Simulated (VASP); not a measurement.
Input of a VASP 6.6.1 run:

File INCAR:

```
SYSTEM = K
ALGO = Normal
EDIFF = 1E-6
ENCUT = 520
GGA = PE
ISIF = 2
ISMEAR = -1
LASPH = .True.
LCHARG = .False.
LREAL = .False.
LWAVE = .False.
NBANDS = 10
NELM = 100
PREC = Accurate
SIGMA = 0.1
```

File KPOINTS:

```
k-points
0
Gamma
  12 12 12
  0 0 0
```

The input POSCAR:

```
K
1.0
    3.0938651112      0.0000000000      0.0000000000
    0.0000000000      3.0938651112      0.0000000000
    0.0000000000      0.0000000000      3.0938651112
K
1
Direct
    0.0000000000      0.0000000000      0.0000000000
```

Potentials or basis: VASP PAW PBE potentials, release 64 (K_sv).

The run is started by

```sh
$ cat potpaw_PBE.64/K_sv/POTCAR > POTCAR
$ mpirun -np 1 vasp_std > vasp.out
```

Q: Predict the pressure.

A: 14.1 GPa.
